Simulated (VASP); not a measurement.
# Si11O24 (a cell with a defect) in VASP: single point with r2SCAN+D3(BJ)

Aim: the single point of Si11O24 (a cell with a defect) with r2SCAN+D3(BJ).

Program: VASP 6.6.1. These are calculated values, not measurements. Logs are shortened: lines on timing, memory, paths and dates and some standing lists are left out, and cuts for length are marked.

## Step 1: The cell of the first run

The cell holds a defect, 35 atoms: a = 7.124 Å, b = 7.124 Å, c = 9.530 Å, α = 70.46°, β = 70.46°, γ = 70.80°.

## Step 2: Single point, r2SCAN+D3(BJ)

POSCAR reads:

```
Si11O24
1.0
   -2.3825000000      4.1266110000      5.2960000000
    4.7650000000      0.0000000000      5.2960000000
    4.7650000000      8.2532220000      0.0000000000
Si O
11 24
Direct
    0.0934239700      0.5764840738      0.9323949626
    0.4349532581     -0.0943611131      0.0805101451
    0.1302852682      0.5611565747      0.4071692703
    0.3669828393      0.9400249024      0.5462870838
   -0.0283355825      0.0044951369      0.7606407445
    0.6296764615      0.0776688935      0.2174799354
    0.8932804218      0.4054565495      0.2666415838
    0.4989832692      0.4928382942      0.5140292061
    0.5425753865      0.0820535788      0.7486616066
    0.9041886095      0.4671956428      0.7381603619
    0.5136212532      0.5033708163     -0.0133981751
    0.3173542392      0.4717983288      0.9601593784
    0.9254043045      0.4881308164      0.0834792058
    0.8324599101      0.1757838588      0.3384225916
    0.2144716128     -0.0479782216      0.2100761476
    0.6277877842      0.9197639529      0.1287532341
    0.6008601772      0.3007825720      0.1048334557
    0.3268128799      0.4252611382      0.4769696459
    0.9328556622      0.5697640507      0.5549941057
    0.9335786317      0.2214345858      0.7945159053
    0.1203561698      0.0170499858      0.5895996625
    0.4521980742      0.9860568351      0.6644661264
    0.5690852722      0.3093516614      0.6543036715
    0.8553835549      1.0287168982      0.2534808603
    0.4522476577      0.0607683922      0.3733111555
    0.4232716271      0.6960544681      0.5740610937
    0.6872963350      0.5305548734      0.3640716781
    0.0841307670      0.4523433644      0.3009182416
    0.2225120608      0.7724029694      0.3382948238
    0.7689037237      0.9478207854      0.7645414647
    0.4006140210      0.0752479503      0.9231738555
    0.4622578573      0.6809186911      0.0696815912
    0.6732608125      0.5606224957      0.8240335139
    0.0719011293      0.5186836517      0.7899718448
    0.0653610178      0.8222822979      0.8933106979
```

INCAR.step1 reads:

```
SYSTEM = Si11O24
ALGO = Normal ; EDIFF = 1E-4
ENCUT = 520 ; GGA = PE
ISMEAR = 0 ; LASPH = .TRUE.
LCHARG = .FALSE. ; LREAL = Auto
LWAVE = .TRUE. ; NBANDS = 117
NELM = 80 ; PREC = Accurate
SIGMA = 0.05
```

INCAR.step2 reads:

```
SYSTEM = Si11O24
ALGO = Normal ; EDIFF = 1E-7
ENCUT = 520 ; ISIF = 2
ISMEAR = 0 ; ISTART = 1
IVDW = 12 ; LASPH = .TRUE.
LCHARG = .FALSE. ; LMIXTAU = .TRUE.
LREAL = Auto ; LWAVE = .FALSE.
METAGGA = R2SCAN ; NBANDS = 117
NELM = 80 ; PREC = Accurate
SIGMA = 0.05 ; VDW_A1 = 0.49484001
VDW_A2 = 5.73083694 ; VDW_S6 = 1.0
VDW_S8 = 0.78981345
```

KPOINTS reads:

```
k-points
0
G
  2 2 2
  0 0 0
```

Potentials or basis: VASP PAW PBE potentials, release 64 (Si, O).

On the command line:

```bash
> cat potpaw_PBE.64/Si/POTCAR potpaw_PBE.64/O/POTCAR > POTCAR
> cp INCAR.step1 INCAR
> mpirun -np 1 vasp_std > vasp.out
> cp INCAR.step2 INCAR
> mpirun -np 1 vasp_std > vasp.out
```

OUTCAR:

```text
SYSTEM = Si11O24
   EDIFF = 1E-7
   ENCUT = 520
   ISIF = 2
   ISMEAR = 0
   ISTART = 1
   IVDW = 12
   LASPH = .TRUE.
   LREAL = Auto
   METAGGA = R2SCAN
   NELM = 80
   PREC = Accurate
 IVDW          = 12

 ion  position               nearest neighbor table
   1  0.093  0.576  0.932-  12 1.59  34 1.61  35 1.62  13 1.62   5 2.93   7 3.03  10 3.03  11 3.05

   2  0.435  0.906  0.081-  32 1.58  31 1.61  16 1.63  15 1.65  29 2.47   9 2.92   6 2.92  11 3.11

   3  0.130  0.561  0.407-  18 1.62  19 1.63  28 1.63  29 1.68   8 2.96  10 2.98   7 3.10
   4  0.367  0.940  0.546-  25 1.60  26 1.60  22 1.61  21 1.61   5 2.87   6 3.08   8 3.10
   5  0.972  0.004  0.761-  20 1.60  30 1.61  21 1.61  35 1.62   4 2.87   1 2.93   9 2.96  10 3.11

   6  0.630  0.078  0.217-  17 1.59  25 1.59  16 1.62  24 1.66  14 2.49   2 2.92   4 3.08  11 3.13

   7  0.893  0.405  0.267-  13 1.61  27 1.61  28 1.65  14 1.69   1 3.03   8 3.04   3 3.10
   8  0.499  0.493  0.514-  26 1.60  23 1.61  27 1.62  18 1.63   3 2.96   9 3.02   7 3.04   4 3.10

   9  0.543  0.082  0.749-  22 1.59  23 1.61  30 1.61  31 1.63   2 2.92   5 2.96   8 3.02
  10  0.904  0.467  0.738-  33 1.60  20 1.61  34 1.62  19 1.62   3 2.98  11 2.99   1 3.03   5 3.11

  11  0.514  0.503  0.987-  17 1.59  32 1.59  12 1.60  33 1.60  10 2.99   1 3.05   2 3.11   6 3.13

  12  0.317  0.472  0.960-   1 1.59  11 1.60
  13  0.925  0.488  0.083-   7 1.61   1 1.62
  14  0.832  0.176  0.338-  24 1.46   7 1.69   6 2.49
  15  0.214  0.952  0.210-  29 1.44   2 1.65
  16  0.628  0.920  0.129-   6 1.62   2 1.63
  17  0.601  0.301  0.105-   6 1.59  11 1.59
  18  0.327  0.425  0.477-   3 1.62   8 1.63
  19  0.933  0.570  0.555-  10 1.62   3 1.63
  20  0.934  0.221  0.795-   5 1.60  10 1.61
  21  0.120  0.017  0.590-   4 1.61   5 1.61
  22  0.452  0.986  0.664-   9 1.59   4 1.61
  23  0.569  0.309  0.654-   9 1.61   8 1.61
  24  0.855  0.029  0.253-  14 1.46   6 1.66
  25  0.452  0.061  0.373-   6 1.59   4 1.60
  26  0.423  0.696  0.574-   8 1.60   4 1.60
  27  0.687  0.531  0.364-   7 1.61   8 1.62
  28  0.084  0.452  0.301-   3 1.63   7 1.65
  29  0.223  0.772  0.338-  15 1.44   3 1.68   2 2.47
  30  0.769  0.948  0.765-   5 1.61   9 1.61
  31  0.401  0.075  0.923-   2 1.61   9 1.63
  32  0.462  0.681  0.070-   2 1.58  11 1.59
  33  0.673  0.561  0.824-  10 1.60  11 1.60
  34  0.072  0.519  0.790-   1 1.61  10 1.62
  35  0.065  0.822  0.893-   5 1.62   1 1.62

  LATTYP: Found a base centered monoclinic cell.
 ALAT       =    11.6144603230
 B/A-ratio  =     0.7105988435
 C/A-ratio  =     0.8205288623
 COS(beta)  =    -0.4102644311

  Lattice vectors:

 A1 = (   2.3825000000,  -4.1266110000,  -5.2960000000)
 A2 = (  -4.7650000000,   0.0000000000,  -5.2960000000)
 A3 = (   4.7650000000,   8.2532220000,   0.0000000000)

Analysis of symmetry for initial positions (statically):
=====================================================================
 Subroutine PRICEL returns:
 Original cell was already a primitive cell.

 Routine SETGRP: Setting up the symmetry group for a
 base centered monoclinic supercell.

 Subroutine GETGRP returns: Found  1 space group operations
 (whereof  1 operations were pure point group operations)
 out of a pool of  4 trial point group operations.

The static configuration has the point symmetry C_1 .

Analysis of symmetry for dynamics (positions and initial velocities):
=====================================================================
 Subroutine PRICEL returns:
 Original cell was already a primitive cell.

 Routine SETGRP: Setting up the symmetry group for a
 base centered monoclinic supercell.

 Subroutine GETGRP returns: Found  1 space group operations
 (whereof  1 operations were pure point group operations)
 out of a pool of  4 trial point group operations.

The dynamic configuration has the point symmetry C_1 .

 Subroutine INISYM returns: Found  1 space group operations
 (whereof  1 operations are pure point group operations),
 and found     1 'primitive' translations

----------------------------------------------------------------------------------------

                                     Primitive cell

  volume of cell :     416.5474

  direct lattice vectors                    reciprocal lattice vectors
    -2.382500000  4.126611000  5.296000000    -0.104931794  0.060582400  0.094410876
     4.765000000  0.000000000  5.296000000     0.104931794 -0.060582400  0.094410876
     4.765000000  8.253222000  0.000000000     0.052465897  0.090873601 -0.047205438

  length of vectors
     7.124102792  7.124102821  9.529999915     0.153604434  0.153604434  0.115061006

  position of ions in fractional coordinates (direct lattice)
     0.093423970  0.576484074  0.932394963
     0.434953258  0.905638887  0.080510145
     0.130285268  0.561156575  0.407169270
     0.366982839  0.940024902  0.546287084
     0.971664418  0.004495137  0.760640745
     0.629676461  0.077668893  0.217479935
[... 27 lines left out ...]
     0.071901129  0.518683652  0.789971845
     0.065361018  0.822282298  0.893310698

  ion indices of the primitive-cell ions
   primitive index   ion index
                 1           1
                 2           2
                 3           3
                 4           4
                 5           5
                 6           6
[... 27 lines left out ...]
                34          34
                35          35

----------------------------------------------------------------------------------------

 KPOINTS: k-points

Automatic generation of k-mesh.
 Grid dimensions read from file:
 generate k-points for:    2    2    2

 Generating k-lattice:

  Cartesian coordinates                     Fractional coordinates (reciprocal lattice)
    -0.052465897  0.030291200  0.047205438     0.500000000  0.000000000  0.000000000
     0.052465897 -0.030291200  0.047205438     0.000000000  0.500000000  0.000000000
     0.026232949  0.045436800 -0.023602719     0.000000000  0.000000000  0.500000000

  Length of vectors
     0.076802217  0.076802217  0.057530503

  Shift w.r.t. Gamma in fractional coordinates (k-lattice)
     0.000000000  0.000000000  0.000000000

 Subroutine IBZKPT returns following result:
 ===========================================

 Found      8 irreducible k-points:

 Following reciprocal coordinates:
            Coordinates               Weight
  0.000000  0.000000  0.000000      1.000000
  0.500000 -0.000000  0.000000      1.000000
  0.000000  0.500000  0.000000      1.000000
  0.500000  0.500000  0.000000      1.000000
  0.000000  0.000000  0.500000      1.000000
  0.500000 -0.000000  0.500000      1.000000
 -0.000000  0.500000  0.500000      1.000000
  0.500000  0.500000  0.500000      1.000000
   k-points           NKPTS =      8   k-points in BZ     NKDIM =      8   number of bands    NBANDS=    117
   number of dos      NEDOS =    301   number of ions     NIONS =     35
   total plane-waves  NPLWV = 209952
   dimension x,y,z NGX =    54 NGY =   54 NGZ =   72
   dimension x,y,z NGXF=   108 NGYF=  108 NGZF=  144
   ions per type =              11  24
   NGX,Y,Z   is equivalent  to a cutoff of  12.60, 12.60, 12.56 a.u.
   NGXF,Y,Z  is equivalent  to a cutoff of  25.20, 25.20, 25.12 a.u.
 SYSTEM =  Si11O24
   PREC   = accura    normal or accurate (medium, high low for compatibility)
   ISTART =      1    job   : 0-new  1-cont  2-samecut
   ICHARG =      0    charge: 1-file 2-atom 10-const
   ISPIN  =      1    spin polarized calculation?
   LNONCOLLINEAR =      F non collinear calculations
   LSORBIT =      F    spin-orbit coupling
   LASPH  =      T    aspherical Exc in radial PAW
   ENCUT  =  520.0 eV  38.22 Ry    6.18 a.u.  13.25 13.25 17.72*2*pi/ulx,y,z
   NELM   =     80;   NELMIN=  2; NELMDL=  0     # of ELM steps
   EDIFF  = 0.1E-06   stopping-criterion for ELM
   LREAL  =      T    real-space projection
   EDIFFG = 0.1E-05   stopping-criterion for IOM
   NSW    =      0    number of steps for IOM
   IBRION =     -1    ionic relax: 0-MD 1-quasi-New 2-CG
   NFREE  =      0    steps in history (QN), initial steepest desc. (CG)
   ISIF   =      2    stress and relaxation
   ISYM   =      2    0-nonsym 1-usesym 2-fastsym
   POTIM  = 0.5000    time-step for ionic-motion
   TEBEG  =    0.0;   TEEND  =   0.0 temperature during run
   PSTRESS=    0.0 pullay stress
   NELECT =     188.0000    total number of electrons
   NUPDOWN=      -1.0000    fix difference up-down
   EMIN   =  10.00;   EMAX   =-10.00  energy-range for DOS
   EFERMI =   0.00;   METHOD = LEGACY
   ISMEAR =     0;   SIGMA  =   0.05  broadening in eV -4-tet -1-fermi 0-gaus
   EFERMI_NEDOS =   21; number of points for ismear=-14 and -15
   IALGO  =     38    algorithm
   IMIX   =      4    mixing-type and parameters
     AMIX     =   0.40;   BMIX     =  1.00
     AMIX_MAG =   1.60;   BMIX_MAG =  1.00
  volume/ion in A,a.u.               =      11.90        80.31
  Fermi-wavevector in a.u.,A,eV,Ry     =   1.255758  2.373039 21.455413  1.576928
  Thomas-Fermi vector in A             =   2.389499
   LORBIT       =      0    0 simple, 1 ext, 2 COOP (PROOUT), +10 PAW based schemes
   METAGGA = R2SCAN    functional components
   LHFCALC =     F    Hartree Fock is set to
   AEXX    =    0.0000 exact exchange contribution
   IVDW    =    12    specifies the selected vdW correction
   LEPSILON=     F    determine dielectric tensor
   LRPA    =     F    only Hartree local field effects (RPA)
 non-spin polarized calculation
 Gauss-broadening in eV      SIGMA  =   0.05
  energy-cutoff  :      520.00
  volume of cell :      416.55
 maximum number of plane-waves:     11263
 NGX is ok and might be reduce to    54
   NGX = 27   NGY = 27   NGZ = 35

 number of electron     188.0000003 magnetization

 Free energy of the ion-electron system (eV)
  ---------------------------------------------------
  ext. energy  EPLUGINS =         0.00000000
  ---------------------------------------------------
  free energy    TOTEN  =      -333.79636049 eV

  energy without entropy =     -333.79636049  energy(sigma->0) =     -333.79636049

 E-fermi :   2.0967     XC(G=0): -10.0120

 val. band max:        1.8621434753   @ k =   0.0000   0.0000   0.5000
 cond. band min:       6.3625332976   @ k =  -0.0000   0.5000   0.5000
 fundamental gap:      4.5003898223
 Fermi energy:         2.0966848410

 k-point     1 :       0.0000    0.0000    0.0000
  band No.  band energies     occupation
      1     -20.8047      2.00000
      2     -20.4455      2.00000
      3     -19.4575      2.00000
      4     -18.9890      2.00000
      5     -18.9488      2.00000
      6     -18.7251      2.00000
[... 861 lines left out ...]
    105      11.1286      0.00000
    106      11.2238      0.00000
 [bands above 106 left out]

------------------------ aborting loop because EDIFF is reached ----------------------------------------

 Edisp (eV)   -2.45498

 E8    (eV) :    -0.6255

  FORCE on cell =-STRESS in cart. coord.  units (eV):
  Direction    XX          YY          ZZ          XY          YZ          ZX
  --------------------------------------------------------------------------------------
  -------------------------------------------------------------------------------------
  Total      15.80300     5.41064    -4.25049    -5.13712    -0.13315    -3.31231
  in kB      60.78349    20.81108   -16.34879   -19.75905    -0.51215   -12.74024
  external pressure =       21.75 kB  Pullay stress =        0.00 kB

 VOLUME and BASIS-vectors are now :
 -----------------------------------------------------------------------------
  energy-cutoff  :      520.00
  volume of cell :      416.55
      direct lattice vectors                 reciprocal lattice vectors
    -2.382500000  4.126611000  5.296000000    -0.104931794  0.060582400  0.094410876
     4.765000000  0.000000000  5.296000000     0.104931794 -0.060582400  0.094410876
     4.765000000  8.253222000  0.000000000     0.052465897  0.090873601 -0.047205438

 POSITION                                       TOTAL-FORCE (eV/Angst)
 -----------------------------------------------------------------------------------
      6.96723      8.08079      3.54783        -0.040500      0.013127     -0.005292
      3.66272      2.45935      7.09978        -0.043220     -0.010359      0.001892
      4.30367      3.89810      3.66188        -0.013734     -0.018844     -0.017965
      6.20794      6.02302      6.92191        -0.016658      0.016590      0.016524
      1.33088     10.28742      5.16974         0.030300      0.012627     -0.006964
     -0.09382      4.39334      3.74610         0.009406     -0.034743      0.014925
[... 27 lines left out ...]
      6.06444      6.81652      3.12774        -0.000205     -0.001440      0.001071
      8.01908      7.64241      4.70096         0.011026      0.006178      0.000714
 -----------------------------------------------------------------------------------
    total drift:                                0.001788      0.010927      0.001496

  FREE ENERGIE OF THE ION-ELECTRON SYSTEM (eV)
  ---------------------------------------------------
  free  energy   TOTEN  =      -336.2513371088 eV

  energy  without entropy=     -336.2513371088  energy(sigma->0) =     -336.25133711
```

Run time: 37 min. Hardware: 1 thread of Intel Xeon 8259CL, shared host; peak memory 0.68 GiB.

What came out:

* Free energy: -336.2513 eV
* Pressure: 2.2 GPa
* Largest force: 0.291 eV/Å
* Band gap on the k mesh: 4.50 eV
* Dispersion energy per atom: -0.070 eV

Forces on the atoms (eV/Å):
```
Si  -0.041  0.013 -0.005
Si  -0.043 -0.010  0.002
Si  -0.014 -0.019 -0.018
Si  -0.017  0.017  0.017
Si   0.030  0.013 -0.007
Si   0.009 -0.035  0.015
Si   0.005 -0.011  0.025
Si   0.032  0.028  0.026
Si   0.004 -0.027 -0.036
Si   0.017 -0.018  0.012
Si   0.007  0.012 -0.013
O    0.014  0.006  0.006
O    0.002  0.001 -0.002
O    0.197  0.130  0.120
O    0.100 -0.200  0.168
O   -0.008  0.007  0.001
O   -0.007 -0.003 -0.009
O   -0.006  0.005 -0.005
O   -0.002 -0.006 -0.002
O   -0.009 -0.010 -0.004
O    0.012 -0.014 -0.004
O    0.002 -0.012  0.013
O   -0.005 -0.004 -0.006
O   -0.256 -0.068 -0.120
O   -0.019  0.015 -0.002
O    0.003 -0.016 -0.002
O   -0.003  0.005 -0.012
O    0.004 -0.014  0.005
O   -0.041  0.203 -0.173
O   -0.001  0.011  0.000
O    0.008  0.002  0.004
O    0.012 -0.013  0.004
O   -0.001  0.009  0.002
O    0.000 -0.001  0.001
O    0.011  0.006  0.001
```

Stress tensor (GPa, compression positive):
```
 6.08 -1.98 -1.27
-1.98  2.08 -0.05
-1.27 -0.05 -1.63
```

Levels at points of the mesh, in eV from the valence-band top:
```tsv
k point	band 92	band 93	band 94	band 95	band 96	band 97
(0.00, 0.00, 0.00)	-0.39	-0.26	0.00	4.66	5.06	5.75
(0.50, 0.00, 0.00)	-0.48	-0.20	-0.04	4.67	5.06	6.69
(0.00, 0.50, 0.00)	-0.41	-0.22	-0.08	4.51	4.98	6.93
(0.50, 0.50, 0.00)	-0.38	-0.23	-0.10	4.53	5.02	7.19
(0.00, 0.00, 0.50)	-0.40	-0.26	0.00	4.63	5.03	6.43
(0.50, 0.00, 0.50)	-0.47	-0.21	-0.04	4.67	5.04	6.84
(0.00, 0.50, 0.50)	-0.42	-0.22	-0.09	4.50	5.02	7.05
(0.50, 0.50, 0.50)	-0.37	-0.23	-0.10	4.51	5.03	7.18
```

Caveat: the k points lie up to 0.48 Å⁻¹ apart; the PAW data sets were made with another functional, which shifts forces and pressure a little.
